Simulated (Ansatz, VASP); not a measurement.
One calculation of Ge2Sb3, two programs

```xyz
5
Lattice="4.4211 0.0000 0.0000 -2.2106 3.8288 0.0000 0.0000 0.0000 6.8786" Properties=species:S:1:pos:R:3 pbc="T T T"
Ge    0.0000    2.5525    1.6852
Ge    2.2106    1.2763    5.1933
Sb    0.0000    0.0000    0.0000
Sb    0.0000    2.5525    4.4367
Sb    2.2106    1.2763    2.4419
```

Alike in both runs: task relaxation of cell and atoms; functional PBE; k mesh 6 × 6 × 4; occupations gaussian, width 0.1 eV; no spin polarisation.

|  | VASP | Ansatz |
| --- | --- | --- |
| version | VASP 6.6.1 | Ansatz 0.2.0 |
| potentials or method | VASP PAW PBE potentials, release 64 (Ge_d, Sb), cutoff 600 eV | scalar-relativistic, plane waves, PAW |
| valence electrons in the cell | 43 | 73 |

|  | VASP | Ansatz | Ansatz less VASP |
| --- | --- | --- | --- |
| gap on the k mesh at the Fermi level, each at its own relaxed structure (eV) | none | none | - |
| relaxed volume (Å³/atom) | 26.61 | 26.63 | +0.025 |
| relaxed cell length with the largest relative difference (Å) | 6.409 | 6.476 | +0.0668 |

A gap of «none» marks a metal or a gap that the smearing closes. VASP's potentials hold 43 valence electrons a cell and Ansatz's 73, so a difference there can come from the potentials and not from the codes.

Neither program's run includes spin-orbit coupling.
